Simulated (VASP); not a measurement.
# MoS2 (P-3m1) in VASP: notebook, part 2 of 2

VASP 6.6.1. The steps go on from the part before.

### Step 3. Single point, PBE+D3(BJ) (equal strain along all axes, cell held: +3.0 %, then relaxed in part)

File INCAR:

```
PREC     = Accurate       # precision mode
ENCUT    = 520            # plane-wave cutoff, eV
EDIFF    = 1E-6           # SCF threshold, eV
ISMEAR   = 0              # smearing method
SIGMA    = 0.02           # smearing width, eV
LREAL    = False          # projectors in reciprocal space
LASPH    = True           # aspherical terms in the spheres
NELM     = 100            # most SCF steps
ALGO     = Normal         # electronic algorithm
ISIF     = 2              # what is computed and relaxed
LWAVE    = False          # write WAVECAR
LCHARG   = False          # write CHGCAR
GGA      = PE             # functional
IVDW     = 12             # dispersion correction
NBANDS   = 35             # bands
```

File KPOINTS:

```
Automatic mesh
0
Gamma
  12 12 4
```

File POSCAR:

```
MoS2
1.0
    3.2437982910      0.0000000000      0.0000000000
   -1.6218991455      2.8092117247      0.0000000000
    0.0000000000      0.0000000000     12.4564478906
Mo S
2 4
Direct
    0.6666666667      0.3333333333      0.2497964103
    0.3333333333      0.6666666667      0.7502035897
    0.3333333333      0.6666666667      0.3733968500
    0.6666666667      0.3333333333      0.8738023523
    0.3333333333      0.6666666667      0.1261976477
    0.6666666667      0.3333333333      0.6266031500
```

Potentials or basis: VASP PAW PBE potentials, release 64 (Mo_sv, S).

Run with:

```console
> cat potpaw_PBE.64/Mo_sv/POTCAR potpaw_PBE.64/S/POTCAR > POTCAR
> mpirun -np 1 vasp_std > vasp.out
```

Wall time 7.3 min (1 thread of AMD EPYC 7R13, shared host); peak memory 0.34 GiB.

The run converged. Its results:

| Property | Result |
| --- | --- |
| Free energy | -45.9899 eV |
| Pressure | -5.7 GPa |
| Largest force | 0.012 eV/Å |
| Band gap on the k mesh | 0.66 eV, indirect (least direct gap 1.43 eV) |
| Dispersion energy per atom | -0.399 eV |

Forces in eV/Å, atoms in the order of the input:
```
Mo   0.000  0.000  0.001
Mo   0.000  0.000 -0.001
S    0.000  0.000 -0.011
S    0.000  0.000 -0.012
S    0.000  0.000  0.012
S    0.000  0.000  0.011
```

Stress tensor (GPa, compression positive):
```
-7.67  0.00  0.00
 0.00 -7.67  0.00
 0.00  0.00 -1.74
```

Levels at points of the mesh, in eV from the valence-band top:
| k point | band 22 | band 23 | band 24 | band 25 | band 26 | band 27 | band 28 | band 29 | band 30 | band 31 |
| --- | --- | --- | --- | --- | --- | --- | --- | --- | --- | --- |
| (0.00, 0.00, 0.00) | -2.38 | -2.38 | -1.20 | -0.93 | 0.00 | 1.84 | 1.84 | 1.86 | 1.86 | 2.08 |
| (0.50, 0.00, 0.00) | -2.38 | -1.99 | -1.84 | -1.44 | -1.29 | 1.25 | 1.29 | 1.71 | 1.87 | 2.72 |
| (0.00, 0.00, 0.50) | -2.40 | -2.38 | -2.37 | -0.23 | -0.23 | 1.85 | 1.85 | 1.85 | 1.85 | 2.16 |
| (0.50, 0.00, 0.50) | -2.50 | -1.92 | -1.92 | -1.36 | -1.36 | 1.27 | 1.27 | 1.79 | 1.79 | 3.04 |

Caveat: the cell differs from its parent crystal (equal strain along all axes, cell held: +3.0 %, then relaxed in part).

### Step 4. Single point, PBE+D3(BJ)

This run uses another cell than the first one, of 17.31 Å³/atom, 0.942 times its volume.

File INCAR:

```
SYSTEM = MoS2
PREC     = Accurate       ! precision mode
ENCUT    = 520            ! plane-wave cutoff, eV
EDIFF    = 1E-7           ! SCF threshold, eV
ISMEAR   = 0              ! smearing method
SIGMA    = 0.02           ! smearing width, eV
LREAL    = .False.        ! projectors in reciprocal space
LASPH    = .True.         ! aspherical terms in the spheres
NELM     = 100            ! most SCF steps
ALGO     = Normal         ! electronic algorithm
ISIF     = 2              ! what is computed and relaxed
LWAVE    = .False.        ! write WAVECAR
LCHARG   = .False.        ! write CHGCAR
GGA      = PE             ! functional
IVDW     = 12             ! dispersion correction
NBANDS   = 35             ! bands
```

File KPOINTS:

```
Automatic mesh
0
Gamma
  12 12 4
  0 0 0
```

File POSCAR:

```
MoS2
1.0
    3.1493187291      0.0000000000      0.0000000000
   -1.5746593645      2.7273900240      0.0000000000
    0.0000000000      0.0000000000     12.0936387287
Mo S
2 4
Direct
    0.6666666667      0.3333333333      0.2498137231
    0.3333333333      0.6666666667      0.7501862769
    0.3333333333      0.6666666667      0.3793029276
    0.6666666667      0.3333333333      0.8796748025
    0.3333333333      0.6666666667      0.1203251975
    0.6666666667      0.3333333333      0.6206970724
```

Run with:

```console
> cat potpaw_PBE.64/Mo_sv/POTCAR potpaw_PBE.64/S/POTCAR > POTCAR
> mpirun -np 1 vasp_std > vasp.out
```

It took 2.8 min on 1 thread of Intel Xeon Platinum 8488C (Sapphire Rapids), shared host; peak memory 0.35 GiB.

Results (log left out):

```yaml
Free_energy: -46.1704 eV
Pressure: -0.2 GPa
Largest_force: 0.018 eV/Å
Band_gap_on_the_k_mesh: 0.80 eV, indirect (least direct gap 1.70 eV)
Dispersion_energy_per_atom: -0.437 eV
```

Forces in eV/Å, atoms in the order of the input:
```
Mo   0.000  0.000  0.001
Mo   0.000  0.000 -0.001
S    0.000  0.000 -0.014
S    0.000  0.000 -0.018
S    0.000  0.000  0.018
S    0.000  0.000  0.014
```

Stress tensor (GPa, compression positive):
```
-0.12  0.00  0.00
 0.00 -0.12  0.00
 0.00  0.00 -0.21
```

Levels at points of the mesh, in eV from the valence-band top:
| k point | band 24 | band 25 | band 26 | band 27 | band 28 | band 29 |
| --- | --- | --- | --- | --- | --- | --- |
| (0.00, 0.00, 0.00) | -1.27 | -1.11 | 0.00 | 2.10 | 2.10 | 2.13 |
| (0.50, 0.00, 0.00) | -1.52 | -1.48 | -1.33 | 1.62 | 1.68 | 2.00 |
| (0.00, 0.00, 0.50) | -2.18 | -0.27 | -0.26 | 2.10 | 2.10 | 2.10 |
| (0.50, 0.00, 0.50) | -1.65 | -1.40 | -1.39 | 1.65 | 1.65 | 2.17 |

A k mesh can miss the band edges. As with any semilocal functional, this PBE gap is likely too small.

### Step 5. Single point, PBE+D3(BJ) (equal strain along all axes, cell held: +1.0 %, then relaxed in part)

INCAR: that of step 4 with these lines changed.

```diff
@@ -8,3 +8,3 @@
 LASPH    = .True.         ! aspherical terms in the spheres
-NELM     = 100            ! most SCF steps
+NELM     = 60             ! most SCF steps
 ALGO     = Normal         ! electronic algorithm
@@ -12,5 +12,7 @@
 LWAVE    = .False.        ! write WAVECAR
-LCHARG   = .False.        ! write CHGCAR
+LCHARG   = .True.         ! write CHGCAR
 GGA      = PE             ! functional
 IVDW     = 12             ! dispersion correction
+LELF     = .True.         ! ELF
+LVHAR    = .True.       
 NBANDS   = 35             ! bands
```

KPOINTS is that of step 4.

File POSCAR:

```
MoS2
1.0
    3.1808119164      0.0000000000      0.0000000000
   -1.5904059582      2.7546639242      0.0000000000
    0.0000000000      0.0000000000     12.2145751160
Mo S
2 4
Direct
    0.6666666667      0.3333333333      0.2496133065
    0.3333333333      0.6666666667      0.7503866935
    0.3333333333      0.6666666667      0.3770866819
    0.6666666667      0.3333333333      0.8778544362
    0.3333333333      0.6666666667      0.1221455638
    0.6666666667      0.3333333333      0.6229133181
```

Run with:

```console
> cat potpaw_PBE.64/Mo_sv/POTCAR potpaw_PBE.64/S/POTCAR > POTCAR
> mpirun -np 1 vasp_std > vasp.out
```

It took 2.9 min on 1 thread of Intel Xeon Platinum 8488C (Sapphire Rapids), shared host; peak memory 0.35 GiB.

Results (log left out):

- Free energy: -46.1489 eV
- Pressure: -2.2 GPa
- Largest force: 0.013 eV/Å
- Band gap on the k mesh: 0.85 eV, indirect (least direct gap 1.61 eV)
- Dispersion energy per atom: -0.424 eV

Forces in eV/Å, atoms in the order of the input:
```
Mo   0.000  0.000  0.003
Mo   0.000  0.000 -0.003
S    0.000  0.000 -0.007
S    0.000  0.000 -0.013
S    0.000  0.000  0.013
S    0.000  0.000  0.007
```

Stress tensor (GPa, compression positive):
```
-2.91  0.00  0.00
 0.00 -2.91  0.00
 0.00  0.00 -0.86
```

Levels at points of the mesh, in eV from the valence-band top:
```tsv
k point	band 24	band 25	band 26	band 27	band 28	band 29
(0.00, 0.00, 0.00)	-1.15	-1.15	0.00	2.01	2.01	2.04
(0.50, 0.00, 0.00)	-1.63	-1.47	-1.31	1.50	1.55	1.91
(0.00, 0.00, 0.50)	-2.25	-0.26	-0.25	2.02	2.02	2.02
(0.50, 0.00, 0.50)	-1.73	-1.38	-1.38	1.52	1.52	2.05
```

Caveat: the cell differs from its parent crystal (equal strain along all axes, cell held: +1.0 %, then relaxed in part).

### Step 6. Single point, PBE+D3(BJ)

This run uses another cell than the first one, of 17.84 Å³/atom, 0.971 times its volume.

File INCAR:

```
PREC = Accurate ; ENCUT = 520
EDIFF = 1E-6 ; ISMEAR = 0
SIGMA = 0.02 ; LREAL = False
LASPH = True ; NELM = 60
ALGO = Normal ; ISIF = 2
LWAVE = False ; LCHARG = False
GGA = PE ; IVDW = 12
NBANDS = 35
```

File KPOINTS:

```
regular mesh
0
Gamma
  12 12 4
```

POSCAR is that of step 5.

Potentials or basis: VASP PAW PBE potentials, release 64 (Mo_sv, S).

Run with:

```console
> cat potpaw_PBE.64/Mo_sv/POTCAR potpaw_PBE.64/S/POTCAR > POTCAR
> mpirun -np 1 vasp_std > vasp.out
```

Wall time 2.3 min (1 thread of Intel Xeon Platinum 8488C (Sapphire Rapids), shared host); peak memory 0.35 GiB.

Results (log left out):

* Free energy: -46.1489 eV
* Pressure: -2.2 GPa
* Largest force: 0.013 eV/Å
* Band gap on the k mesh: 0.85 eV, indirect (least direct gap 1.61 eV)
* Dispersion energy per atom: -0.424 eV

Forces in eV/Å, atoms in the order of the input:
```
Mo   0.000  0.000  0.003
Mo   0.000  0.000 -0.003
S    0.000  0.000 -0.007
S    0.000  0.000 -0.013
S    0.000  0.000  0.013
S    0.000  0.000  0.007
```

Stress tensor (GPa, compression positive):
```
-2.92  0.00  0.00
 0.00 -2.92  0.00
 0.00  0.00 -0.88
```

Levels at points of the mesh, in eV from the valence-band top:
```
           k point  band 23  band 24  band 25  band 26  band 27  band 28  band 29  band 30
(0.00, 0.00, 0.00)    -2.23    -1.15    -1.15     0.00     2.01     2.01     2.04     2.04
(0.50, 0.00, 0.00)    -1.84    -1.63    -1.47    -1.31     1.50     1.55     1.91     2.17
(0.00, 0.00, 0.50)    -2.25    -2.25    -0.26    -0.25     2.02     2.02     2.02     2.02
(0.50, 0.00, 0.50)    -1.74    -1.73    -1.38    -1.38     1.52     1.52     2.05     2.05
```

### Step 7. The runs side by side

```tsv
cell	gap on the mesh (eV)	pressure (GPa)	largest force (eV/Å)
a = 3.212, b = 3.212, c = 12.336 Å, angles 90.0, 90.0, 120.0°, 6 atoms	0.80	-4.1	0.02
a = 3.244, b = 3.244, c = 12.456 Å, angles 90.0, 90.0, 120.0°, 6 atoms	0.66	-5.7	0.01
a = 3.149, b = 3.149, c = 12.094 Å, angles 90.0, 90.0, 120.0°, 6 atoms	0.80	-0.2	0.02
a = 3.181, b = 3.181, c = 12.215 Å, angles 90.0, 90.0, 120.0°, 6 atoms	0.85	-2.2	0.01
```

Alike in all rows: task single point; level PBE+D3(BJ); potentials or basis VASP PAW PBE potentials, release 64 (Mo_sv, S); no spin polarisation; k mesh 12 × 12 × 4; cutoff (eV) 520; smearing gaussian 0.02 eV.

Total energies depend on the potentials used, so only differences within one code and one set of settings carry meaning.
